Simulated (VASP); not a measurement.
# NbAs (I4_1md) in VASP: further runs, part 2 of 3

VASP 6.6.1. Earlier steps stand in the parts before.

## Step 3: Single point, PBEsol+D3(BJ)

This run uses another cell than the first one, of 16.68 Å³/atom.

INCAR

```
SYSTEM = NbAs
PREC = Accurate
ENCUT = 520
EDIFF = 1E-6
ISMEAR = -1
SIGMA = 0.05
LREAL = .False.
LASPH = .True.
NELM = 100
ALGO = Normal
ISIF = 2
LWAVE = .False.
LCHARG = .True.
GGA = PS
IVDW = 12
LELF = .True.
LVHAR = .True.
NBANDS = 26
```

KPOINTS

```
regular mesh
0
Gamma
  11 11 11
  0 0 0
```

POSCAR

```
NbAs
1.0
   -1.7071268044      1.7071268044      5.7234681124
    1.7071268044     -1.7071268044      5.7234681124
    1.7071268044      1.7071268044     -5.7234681124
Nb As
2 2
Direct
    0.4985243916     -0.0014756084      0.5000000000
    0.7485243916      0.7485243916      0.0000000000
    0.9174756084      0.4174756084      0.5000000000
    0.1674756084      0.1674756084      0.0000000000
```

Potentials or basis: VASP PAW PBE potentials, release 64 (Nb_sv, As).

Launch:

```bash
cat potpaw_PBE.64/Nb_sv/POTCAR potpaw_PBE.64/As/POTCAR > POTCAR
mpirun -np 1 vasp_std > vasp.out
```

OUTCAR:

```text
SYSTEM = NbAs
   PREC = Accurate
   ENCUT = 520
   EDIFF = 1E-6
   ISMEAR = -1
   LREAL = .False.
   LASPH = .True.
   NELM = 100
   ISIF = 2
   GGA = PS
   IVDW = 12
 IVDW          = 12

 ion  position               nearest neighbor table
   1  0.499  0.999  0.500-   4 2.58   4 2.58   3 2.59   3 2.59   3 2.59   3 2.59
   2  0.749  0.749  0.000-   3 2.58   3 2.58   4 2.59   4 2.59   4 2.59   4 2.59
   3  0.917  0.417  0.500-   2 2.58   2 2.58   1 2.59   1 2.59   1 2.59   1 2.59
   4  0.167  0.167  0.000-   1 2.58   1 2.58   2 2.59   2 2.59   2 2.59   2 2.59

  LATTYP: Found a body centered tetragonal cell.
 ALAT       =     3.4142536088
 C/A-ratio  =     3.3526906716

  Lattice vectors:

 A1 = (  -1.7071268044,   1.7071268044,   5.7234681124)
 A2 = (   1.7071268044,  -1.7071268044,   5.7234681124)
 A3 = (   1.7071268044,   1.7071268044,  -5.7234681124)

Analysis of symmetry for initial positions (statically):
=====================================================================
 Subroutine PRICEL returns:
 Original cell was already a primitive cell.

 Routine SETGRP: Setting up the symmetry group for a
 body centered tetragonal supercell.

 Subroutine GETGRP returns: Found  8 space group operations
 (whereof  4 operations were pure point group operations)
 out of a pool of 16 trial point group operations.

The static configuration has the point symmetry C_2v.
 The point group associated with its full space group is C_4v.

Analysis of symmetry for dynamics (positions and initial velocities):
=====================================================================
 Subroutine PRICEL returns:
 Original cell was already a primitive cell.

 Routine SETGRP: Setting up the symmetry group for a
 body centered tetragonal supercell.

 Subroutine GETGRP returns: Found  8 space group operations
 (whereof  4 operations were pure point group operations)
 out of a pool of 16 trial point group operations.

The dynamic configuration has the point symmetry C_2v.
 The point group associated with its full space group is C_4v.

 Subroutine INISYM returns: Found  8 space group operations
 (whereof  4 operations are pure point group operations),
 and found     1 'primitive' translations

----------------------------------------------------------------------------------------

                                     Primitive cell

  volume of cell :      66.7192

  direct lattice vectors                    reciprocal lattice vectors
    -1.707126804  1.707126804  5.723468112     0.000000000  0.292889783  0.087359620
     1.707126804 -1.707126804  5.723468112     0.292889783  0.000000000  0.087359620
     1.707126804  1.707126804 -5.723468112     0.292889783  0.292889783  0.000000000

  length of vectors
     6.211815442  6.211815442  6.211815442     0.305640522  0.305640522  0.414208704

  position of ions in fractional coordinates (direct lattice)
     0.498524392  0.998524392  0.500000000
     0.748524392  0.748524392  0.000000000
     0.917475608  0.417475608  0.500000000
     0.167475608  0.167475608  0.000000000

  ion indices of the primitive-cell ions
   primitive index   ion index
                 1           1
                 2           2
                 3           3
                 4           4

----------------------------------------------------------------------------------------

 KPOINTS: regular mesh

Automatic generation of k-mesh.
 Grid dimensions read from file:
[... 25 lines left out ...]
  0.272727  0.000000  0.000000      8.000000
  0.363636  0.000000 -0.000000      8.000000
  0.454545  0.000000 -0.000000      8.000000
[... 16 lines left out ...]
 -0.272727  0.181818  0.000000     16.000000
 -0.181818  0.181818  0.000000      4.000000
 [... further k-points ...]
   k-points           NKPTS =    126   k-points in BZ     NKDIM =    126   number of bands    NBANDS=     26
   number of dos      NEDOS =    301   number of ions     NIONS =      4
   total plane-waves  NPLWV = 110592
   dimension x,y,z NGX =    48 NGY =   48 NGZ =   48
   dimension x,y,z NGXF=    96 NGYF=   96 NGZF=   96
   ions per type =               2   2
   NGX,Y,Z   is equivalent  to a cutoff of  12.85, 12.85, 12.85 a.u.
   NGXF,Y,Z  is equivalent  to a cutoff of  25.69, 25.69, 25.69 a.u.
 SYSTEM =  NbAs
   PREC   = accura    normal or accurate (medium, high low for compatibility)
   ISTART =      0    job   : 0-new  1-cont  2-samecut
   ICHARG =      2    charge: 1-file 2-atom 10-const
   ISPIN  =      1    spin polarized calculation?
   LNONCOLLINEAR =      F non collinear calculations
   LSORBIT =      F    spin-orbit coupling
   LASPH  =      T    aspherical Exc in radial PAW
   ENCUT  =  520.0 eV  38.22 Ry    6.18 a.u.  11.55 11.55 11.55*2*pi/ulx,y,z
   NELM   =    100;   NELMIN=  2; NELMDL= -5     # of ELM steps
   EDIFF  = 0.1E-05   stopping-criterion for ELM
   LREAL  =      F    real-space projection
   EDIFFG = 0.1E-04   stopping-criterion for IOM
   NSW    =      0    number of steps for IOM
   IBRION =     -1    ionic relax: 0-MD 1-quasi-New 2-CG
   NFREE  =      0    steps in history (QN), initial steepest desc. (CG)
   ISIF   =      2    stress and relaxation
   ISYM   =      2    0-nonsym 1-usesym 2-fastsym
   POTIM  = 0.5000    time-step for ionic-motion
   TEBEG  =    0.0;   TEEND  =   0.0 temperature during run
   PSTRESS=    0.0 pullay stress
   NELECT =      36.0000    total number of electrons
   NUPDOWN=      -1.0000    fix difference up-down
   EMIN   =  10.00;   EMAX   =-10.00  energy-range for DOS
   EFERMI =   0.00;   METHOD = LEGACY
   ISMEAR =    -1;   SIGMA  =   0.05  broadening in eV -4-tet -1-fermi 0-gaus
   EFERMI_NEDOS =   21; number of points for ismear=-14 and -15
   IALGO  =     38    algorithm
   IMIX   =      4    mixing-type and parameters
     AMIX     =   0.40;   BMIX     =  1.00
     AMIX_MAG =   1.60;   BMIX_MAG =  1.00
  volume/ion in A,a.u.               =      16.68       112.56
  Fermi-wavevector in a.u.,A,eV,Ry     =   1.332781  2.518590 24.168092  1.776305
  Thomas-Fermi vector in A             =   2.461689
   LORBIT       =      0    0 simple, 1 ext, 2 COOP (PROOUT), +10 PAW based schemes
   GGA     = PS    functional components
   LHFCALC =     F    Hartree Fock is set to
   AEXX    =    0.0000 exact exchange contribution
   IVDW    =    12    specifies the selected vdW correction
   LEPSILON=     F    determine dielectric tensor
   LRPA    =     F    only Hartree local field effects (RPA)
 non-spin polarized calculation
  energy-cutoff  :      520.00
  volume of cell :       66.72
 maximum number of plane-waves:      1817
 NGX is ok and might be reduce to    48
   NGX = 23   NGY = 23   NGZ = 23

 number of electron      36.0000000 magnetization

 Free energy of the ion-electron system (eV)
  ---------------------------------------------------
  ext. energy  EPLUGINS =         0.00000000
  ---------------------------------------------------
  free energy    TOTEN  =       -35.09204535 eV

  energy without entropy =      -35.08628570  energy(sigma->0) =      -35.08916553

 E-fermi :  10.0459     XC(G=0): -12.1702

 val. band max:       10.0216059188   @ k =   0.4545   0.0000  -0.0000
 cond. band min:      10.0723294034   @ k =  -0.1818   0.2727   0.1818
 fundamental gap:      0.0507234846
 Fermi energy:        10.0458940169

 k-point     1 :       0.0000    0.0000    0.0000
  band No.  band energies     occupation
      1     -44.8721      2.00000
      2     -44.8351      2.00000
      3     -21.1692      2.00000
      4     -21.0291      2.00000
      5     -21.0291      2.00000
      6     -20.8631      2.00000
[... 685 lines left out ...]
     25      14.0547      0.00000
     26      15.5533      0.00000

 [... further k-points ...]

------------------------ aborting loop because EDIFF is reached ----------------------------------------

 Edisp (eV)   -2.53911

 E8    (eV) :    -1.7317

  FORCE on cell =-STRESS in cart. coord.  units (eV):
  Direction    XX          YY          ZZ          XY          YZ          ZX
  --------------------------------------------------------------------------------------
  -------------------------------------------------------------------------------------
  Total      -0.36444    -0.36444    -0.41125     0.00000     0.00000     0.00000
  in kB      -8.75152    -8.75152    -9.87560     0.00000     0.00000     0.00000
  external pressure =       -9.13 kB  Pullay stress =        0.00 kB

 VOLUME and BASIS-vectors are now :
 -----------------------------------------------------------------------------
  energy-cutoff  :      520.00
  volume of cell :       66.72
      direct lattice vectors                 reciprocal lattice vectors
    -1.707126804  1.707126804  5.723468112     0.000000000  0.292889783  0.087359620
     1.707126804 -1.707126804  5.723468112     0.292889783  0.000000000  0.087359620
     1.707126804  1.707126804 -5.723468112     0.292889783  0.292889783  0.000000000

 POSITION                                       TOTAL-FORCE (eV/Angst)
 -----------------------------------------------------------------------------------
      1.70713      0.00000      5.70658        -0.000000      0.000000     -0.003549
      0.00000      0.00000      8.56831         0.000000     -0.000000     -0.003549
      0.00000      1.70713      4.77882        -0.000000      0.000000      0.003549
      0.00000      0.00000      1.91708         0.000000     -0.000000      0.003549
 -----------------------------------------------------------------------------------
    total drift:                               -0.000000     -0.000000      0.000037

  FREE ENERGIE OF THE ION-ELECTRON SYSTEM (eV)
  ---------------------------------------------------
  free  energy   TOTEN  =       -37.6311528466 eV

  energy  without entropy=      -37.6253931954  energy(sigma->0) =      -37.62827302
```

OSZICAR:

```text
N       E                     dE             d eps       ncg     rms          rms(c)
DAV:   1     0.353567226623E+03    0.35357E+03   -0.19023E+04  6552   0.137E+03
DAV:   2    -0.737846336467E+01   -0.36095E+03   -0.35054E+03  7888   0.501E+02
DAV:   3    -0.351704755364E+02   -0.27792E+02   -0.27320E+02 11952   0.105E+02
DAV:   4    -0.369719735186E+02   -0.18015E+01   -0.17910E+01  9864   0.215E+01
DAV:   5    -0.370268091566E+02   -0.54836E-01   -0.54782E-01 11146   0.406E+00    0.119E+01
DAV:   6    -0.351245884994E+02    0.19022E+01   -0.61380E+00 10032   0.178E+01    0.352E+00
DAV:   7    -0.351048568677E+02    0.19732E-01   -0.42897E-01  9660   0.366E+00    0.208E+00
DAV:   8    -0.350918107981E+02    0.13046E-01   -0.66470E-02 10110   0.157E+00    0.390E-01
DAV:   9    -0.350919515760E+02   -0.14078E-03   -0.42919E-03 10138   0.445E-01    0.232E-01
DAV:  10    -0.350920622949E+02   -0.11072E-03   -0.11156E-03  8290   0.304E-01    0.344E-02
DAV:  11    -0.350920480047E+02    0.14290E-04   -0.63077E-05 10396   0.633E-02    0.160E-02
DAV:  12    -0.350920457323E+02    0.22724E-05   -0.29417E-06  7608   0.193E-02    0.517E-03
DAV:  13    -0.350920453532E+02    0.37911E-06   -0.23889E-07  4498   0.485E-03
   1 F= -.37631153E+02 E0= -.37628273E+02  d E =-.575965E-02
```

Run time: 3.7 min. Hardware: 1 thread of Intel Xeon 6975P-C (Granite Rapids), shared host; peak memory 0.45 GiB.

Results:

| Quantity | Value |
| --- | --- |
| Free energy | -37.6312 eV |
| Pressure | -0.9 GPa |
| Largest force | 0.004 eV/Å |
| Band gap on the k mesh | 0.05 eV (least direct gap 0.07 eV) |
| Dispersion energy per atom | -0.635 eV |

Forces on the atoms (eV/Å):
```
Nb   0.000  0.000 -0.004
Nb   0.000  0.000 -0.004
As   0.000  0.000  0.004
As   0.000  0.000  0.004
```

Levels at points of the mesh, in eV from the valence-band top:
```csv
k point,band 16,band 17,band 18,band 19,band 20,band 21
"(0.00, 0.00, 0.00)",-1.73,-1.39,-1.39,0.73,1.36,2.66
```

Caveat: three body term missing; the PAW data sets were made with another functional, which shifts forces and pressure a little.

(Part 2 of 3 ends here.)
